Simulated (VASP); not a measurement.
# HfSnSe4 (P-3m1) in VASP: further runs

HfSnSe4 is run at these levels: PBE; tasks: single point.

Everything below comes from runs of VASP 6.6.1. Logs are shortened: lines on timing, memory, paths and dates and some standing lists are left out, and cuts for length are marked.

## 1. The cell of the first run

The structure is trigonal, space group P-3m1 (No. 164). The conventional cell has a = 3.876 Å, b = 3.876 Å, c = 13.349 Å, α = 90.00°, β = 90.00°, γ = 120.00°. Within 3.7 Å of Hf (site symmetry -3m) lie 6 Se at 2.78 Å. Sn (site symmetry -3m) has 6 Se at 2.68 Å within 3.5 Å. Within 3.5 Å of Se (site symmetry 3m) lie 3 Sn at 2.68 Å. Within 3.7 Å of Se (site symmetry 3m) lie 3 Hf at 2.78 Å.

## 2. Single point, PBE

The input, INCAR:

```
PREC = Accurate ; ENCUT = 520
EDIFF = 1E-6 ; ISMEAR = 0
SIGMA = 0.1 ; LREAL = False
LASPH = True ; NELM = 60
ALGO = Normal ; ISIF = 2
LWAVE = False ; LCHARG = False
GGA = PE ; NBANDS = 33
```

The input, KPOINTS:

```
Automatic mesh
0
Gamma
  6 6 2
```

The input, POSCAR:

```
HfSnSe4
1.0
    3.8763959200      0.0000000000      0.0000000000
   -1.9381979600      3.3570573400      0.0000000000
    0.0000000000      0.0000000000     13.3490111900
Hf Sn Se
1 1 4
Direct
    0.0000000000      0.0000000000      0.5000000000
    0.0000000000      0.0000000000      0.0000000000
    0.6666666700      0.3333333300      0.8897569800
    0.6666666700      0.3333333300      0.3766410100
    0.3333333300      0.6666666700      0.6233589900
    0.3333333300      0.6666666700      0.1102430200
```

Potentials or basis: VASP PAW PBE potentials, release 64 (Hf_pv, Sn_d, Se).

The run is started by

```
cat potpaw_PBE.64/Hf_pv/POTCAR potpaw_PBE.64/Sn_d/POTCAR potpaw_PBE.64/Se/POTCAR > POTCAR
mpirun -np 1 vasp_std > vasp.out
```

OUTCAR:

```text
PREC = Accurate
   ENCUT = 520
   EDIFF = 1E-6
   ISMEAR = 0
   LREAL = False
   LASPH = True
   NELM = 60
   ISIF = 2
   GGA = PE

 ion  position               nearest neighbor table
   1  0.000  0.000  0.500-   4 2.78   5 2.78   5 2.78   4 2.78   4 2.78   5 2.78
   2  0.000  0.000  0.000-   3 2.68   6 2.68   6 2.68   3 2.68   3 2.68   6 2.68
   3  0.667  0.333  0.890-   2 2.68   2 2.68   2 2.68
   4  0.667  0.333  0.377-   1 2.78   1 2.78   1 2.78
   5  0.333  0.667  0.623-   1 2.78   1 2.78   1 2.78
   6  0.333  0.667  0.110-   2 2.68   2 2.68   2 2.68

  LATTYP: Found a hexagonal cell.
 ALAT       =     3.8763959200
 C/A-ratio  =     3.4436655763

  Lattice vectors:

 A1 = (   3.8763959200,   0.0000000000,   0.0000000000)
 A2 = (  -1.9381979600,   3.3570573400,   0.0000000000)
 A3 = (   0.0000000000,   0.0000000000,  13.3490111900)

Analysis of symmetry for initial positions (statically):
=====================================================================
 Subroutine PRICEL returns:
 Original cell was already a primitive cell.

 Routine SETGRP: Setting up the symmetry group for a
 hexagonal supercell.

 Subroutine GETGRP returns: Found 12 space group operations
 (whereof 12 operations were pure point group operations)
 out of a pool of 24 trial point group operations.

The static configuration has the point symmetry D_3d.

Analysis of symmetry for dynamics (positions and initial velocities):
=====================================================================
 Subroutine PRICEL returns:
 Original cell was already a primitive cell.

 Routine SETGRP: Setting up the symmetry group for a
 hexagonal supercell.

 Subroutine GETGRP returns: Found 12 space group operations
 (whereof 12 operations were pure point group operations)
 out of a pool of 24 trial point group operations.

The dynamic configuration has the point symmetry D_3d.

 Subroutine INISYM returns: Found 12 space group operations
 (whereof 12 operations are pure point group operations),
 and found     1 'primitive' translations

----------------------------------------------------------------------------------------

                                     Primitive cell

  volume of cell :     173.7145

  direct lattice vectors                    reciprocal lattice vectors
     3.876395920  0.000000000  0.000000000     0.257971585  0.148939964  0.000000000
    -1.938197960  3.357057340  0.000000000     0.000000000  0.297879928  0.000000000
     0.000000000  0.000000000 13.349011190     0.000000000  0.000000000  0.074911916

  length of vectors
     3.876395920  3.876395918 13.349011190     0.297879928  0.297879928  0.074911916

  position of ions in fractional coordinates (direct lattice)
     0.000000000  0.000000000  0.500000000
     0.000000000  0.000000000  0.000000000
     0.666666670  0.333333330  0.889756980
     0.666666670  0.333333330  0.376641010
     0.333333330  0.666666670  0.623358990
     0.333333330  0.666666670  0.110243020

  ion indices of the primitive-cell ions
   primitive index   ion index
                 1           1
                 2           2
                 3           3
                 4           4
                 5           5
                 6           6

----------------------------------------------------------------------------------------

 KPOINTS: Automatic mesh

Automatic generation of k-mesh.
 Grid dimensions read from file:
 generate k-points for:    6    6    2

 Generating k-lattice:

  Cartesian coordinates                     Fractional coordinates (reciprocal lattice)
     0.042995264  0.024823327  0.000000000     0.166666667  0.000000000  0.000000000
     0.000000000  0.049646655  0.000000000     0.000000000  0.166666667  0.000000000
     0.000000000  0.000000000  0.037455958     0.000000000  0.000000000  0.500000000

  Length of vectors
     0.049646655  0.049646655  0.037455958

  Shift w.r.t. Gamma in fractional coordinates (k-lattice)
     0.000000000  0.000000000  0.000000000

 Subroutine IBZKPT returns following result:
 ===========================================

 Found     14 irreducible k-points:

 Following reciprocal coordinates:
            Coordinates               Weight
  0.000000  0.000000  0.000000      1.000000
  0.166667  0.000000  0.000000      6.000000
  0.333333 -0.000000  0.000000      6.000000
  0.500000  0.000000  0.000000      3.000000
  0.166667  0.166667  0.000000      6.000000
  0.333333  0.166667  0.000000     12.000000
  0.333333  0.333333  0.000000      2.000000
  0.000000  0.000000  0.500000      1.000000
  0.166667  0.000000  0.500000      6.000000
  0.333333 -0.000000  0.500000      6.000000
  0.500000  0.000000  0.500000      3.000000
  0.166667  0.166667  0.500000      6.000000
  0.333333  0.166667  0.500000     12.000000
  0.333333  0.333333  0.500000      2.000000
   k-points           NKPTS =     14   k-points in BZ     NKDIM =     14   number of bands    NBANDS=     33
   number of dos      NEDOS =    301   number of ions     NIONS =      6
   total plane-waves  NPLWV =  90000
   dimension x,y,z NGX =    30 NGY =   30 NGZ =  100
   dimension x,y,z NGXF=    60 NGYF=   60 NGZF=  200
   ions per type =               1   1   4
   NGX,Y,Z   is equivalent  to a cutoff of  12.87, 12.87, 12.45 a.u.
   NGXF,Y,Z  is equivalent  to a cutoff of  25.73, 25.73, 24.91 a.u.
 SYSTEM =  unknown system
   PREC   = accura    normal or accurate (medium, high low for compatibility)
   ISTART =      0    job   : 0-new  1-cont  2-samecut
   ICHARG =      2    charge: 1-file 2-atom 10-const
   ISPIN  =      1    spin polarized calculation?
   LNONCOLLINEAR =      F non collinear calculations
   LSORBIT =      F    spin-orbit coupling
   LASPH  =      T    aspherical Exc in radial PAW
   ENCUT  =  520.0 eV  38.22 Ry    6.18 a.u.   7.21  7.21 24.82*2*pi/ulx,y,z
   NELM   =     60;   NELMIN=  2; NELMDL= -5     # of ELM steps
   EDIFF  = 0.1E-05   stopping-criterion for ELM
   LREAL  =      F    real-space projection
   EDIFFG = 0.1E-04   stopping-criterion for IOM
   NSW    =      0    number of steps for IOM
   IBRION =     -1    ionic relax: 0-MD 1-quasi-New 2-CG
   NFREE  =      0    steps in history (QN), initial steepest desc. (CG)
   ISIF   =      2    stress and relaxation
   ISYM   =      2    0-nonsym 1-usesym 2-fastsym
   POTIM  = 0.5000    time-step for ionic-motion
   TEBEG  =    0.0;   TEEND  =   0.0 temperature during run
   PSTRESS=    0.0 pullay stress
   NELECT =      48.0000    total number of electrons
   NUPDOWN=      -1.0000    fix difference up-down
   EMIN   =  10.00;   EMAX   =-10.00  energy-range for DOS
   EFERMI =   0.00;   METHOD = LEGACY
   ISMEAR =     0;   SIGMA  =   0.10  broadening in eV -4-tet -1-fermi 0-gaus
   EFERMI_NEDOS =   21; number of points for ismear=-14 and -15
   IALGO  =     38    algorithm
   IMIX   =      4    mixing-type and parameters
     AMIX     =   0.40;   BMIX     =  1.00
     AMIX_MAG =   1.60;   BMIX_MAG =  1.00
  volume/ion in A,a.u.               =      28.95       195.38
  Fermi-wavevector in a.u.,A,eV,Ry     =   1.066293  2.015002 15.469564  1.136981
  Thomas-Fermi vector in A             =   2.201873
   LORBIT       =      0    0 simple, 1 ext, 2 COOP (PROOUT), +10 PAW based schemes
   GGA     = PE    functional components
   LHFCALC =     F    Hartree Fock is set to
   AEXX    =    0.0000 exact exchange contribution
   IVDW    =     0    specifies the selected vdW correction
   LEPSILON=     F    determine dielectric tensor
   LRPA    =     F    only Hartree local field effects (RPA)
 non-spin polarized calculation
 Gauss-broadening in eV      SIGMA  =   0.10
  energy-cutoff  :      520.00
  volume of cell :      173.71
 maximum number of plane-waves:      4713
 NGX is ok and might be reduce to    30
   NGX = 15   NGY = 15   NGZ = 49

 number of electron      48.0000003 magnetization

 Free energy of the ion-electron system (eV)
  ---------------------------------------------------
  ext. energy  EPLUGINS =         0.00000000
  ---------------------------------------------------
  free energy    TOTEN  =       -32.50431434 eV

  energy without entropy =      -32.50428821  energy(sigma->0) =      -32.50430128

 E-fermi :   2.8714     XC(G=0):  -8.8248

 val. band max:        2.6380692552   @ k =   0.0000   0.0000   0.5000
 cond. band min:       3.0997084767   @ k =   0.5000   0.0000   0.0000
 fundamental gap:      0.4616392215
 Fermi energy:         2.8714274320

 k-point     1 :       0.0000    0.0000    0.0000
  band No.  band energies     occupation
      1     -28.8912      2.00000
      2     -28.8508      2.00000
      3     -28.8508      2.00000
      4     -18.9614      2.00000
      5     -18.9614      2.00000
      6     -18.9310      2.00000
[... 25 lines left out ...]
     32       7.0624      0.00000
     33       7.1058      0.00000

 k-point     2 :       0.1667    0.0000    0.0000
  band No.  band energies     occupation
      1     -28.8873      2.00000
      2     -28.8711      2.00000
      3     -28.8556      2.00000
      4     -18.9754      2.00000
      5     -18.9557      2.00000
      6     -18.9248      2.00000
[... 25 lines left out ...]
     32       7.1725      0.00000
     33       7.3516      0.00000

 k-point     3 :       0.3333   -0.0000    0.0000
  band No.  band energies     occupation
      1     -28.9115      2.00000
      2     -28.8793      2.00000
      3     -28.8650      2.00000
      4     -19.0051      2.00000
      5     -18.9498      2.00000
      6     -18.9267      2.00000
[... 25 lines left out ...]
     32       8.0847      0.00000
     33       8.2318      0.00000

 k-point     4 :       0.5000    0.0000    0.0000
  band No.  band energies     occupation
      1     -28.9314      2.00000
      2     -28.8753      2.00000
      3     -28.8698      2.00000
      4     -19.0201      2.00000
      5     -18.9490      2.00000
      6     -18.9301      2.00000
[... 313 lines left out ...]
     32       7.9942      0.00000
     33       8.0176      0.00000

 k-point    13 :       0.3333    0.1667    0.5000
  band No.  band energies     occupation
      1     -28.9210      2.00000
      2     -28.8804      2.00000
      3     -28.8753      2.00000
      4     -19.0065      2.00000
      5     -18.9601      2.00000
      6     -18.9217      2.00000
[... 25 lines left out ...]
     32       7.8522      0.00000
     33       8.2805      0.00000

 k-point    14 :       0.3333    0.3333    0.5000
  band No.  band energies     occupation
      1     -28.9068      2.00000
      2     -28.9068      2.00000
      3     -28.8735      2.00000
      4     -18.9855      2.00000
      5     -18.9855      2.00000
      6     -18.9047      2.00000
[... 25 lines left out ...]
     32       8.3448      0.00000
     33       8.4726      0.00000

------------------------ aborting loop because EDIFF is reached ----------------------------------------

  FORCE on cell =-STRESS in cart. coord.  units (eV):
  Direction    XX          YY          ZZ          XY          YZ          ZX
  --------------------------------------------------------------------------------------
  -------------------------------------------------------------------------------------
  Total       -1.5154066     -1.5154066     -0.0193350      0.0000000      0.0000000      0.0000000
  in kB      -13.9766717    -13.9766716     -0.1783279      0.0000000      0.0000000      0.0000000
  external PRESSURE =      -9.3772237 kB  Pullay stress =       0.0000000 kB

 VOLUME and BASIS-vectors are now :
 -----------------------------------------------------------------------------
  energy-cutoff  :      520.00
  volume of cell :      173.71
      direct lattice vectors                 reciprocal lattice vectors
     3.876395920  0.000000000  0.000000000     0.257971585  0.148939964  0.000000000
    -1.938197960  3.357057340  0.000000000     0.000000000  0.297879928  0.000000000
     0.000000000  0.000000000 13.349011190     0.000000000  0.000000000  0.074911916

 POSITION                                       TOTAL-FORCE (eV/Angst)
 -----------------------------------------------------------------------------------
      0.00000      0.00000      6.67451         0.000000      0.000000      0.000000
      0.00000      0.00000      0.00000         0.000000      0.000000      0.000000
      1.93820      1.11902     11.87738        -0.000000      0.000000     -1.161165
      1.93820      1.11902      5.02779         0.000000      0.000000      1.104568
     -0.00000      2.23804      8.32123        -0.000000     -0.000000     -1.104568
     -0.00000      2.23804      1.47164         0.000000     -0.000000      1.161165
 -----------------------------------------------------------------------------------
    total drift:                                0.000000     -0.000000     -0.000000

  FREE ENERGIE OF THE ION-ELECTRON SYSTEM (eV)
  ---------------------------------------------------
  free  energy   TOTEN  =       -32.5043143433 eV

  energy  without entropy=      -32.5042882104  energy(sigma->0) =      -32.50430128
```

It took 1.8 min on 1 thread of Intel Xeon Platinum 8488C (Sapphire Rapids), shared host; peak memory 0.32 GiB.

Results:

| Item | Value |
| --- | --- |
| Free energy | -32.5043 eV |
| Pressure | -0.9 GPa |
| Largest force | 1.161 eV/Å |
| Band gap on the k mesh | 0.46 eV, indirect (least direct gap 1.01 eV) |

Forces on the atoms (eV/Å):
```
Hf   0.000  0.000  0.000
Sn   0.000  0.000  0.000
Se   0.000  0.000 -1.161
Se   0.000  0.000  1.105
Se   0.000  0.000 -1.105
Se   0.000  0.000  1.161
```

Caveat: spin-orbit coupling is left out, which moves the levels of the heavy elements; this functional lacks dispersion, which binds the layers, so the pressure and a relaxed spacing across them are unreliable; forces of over 1 eV/Å act on the atoms, so gaps and moduli don't describe the material at rest. A k mesh can miss the band edges.

(Part 1 of 2 ends here.)
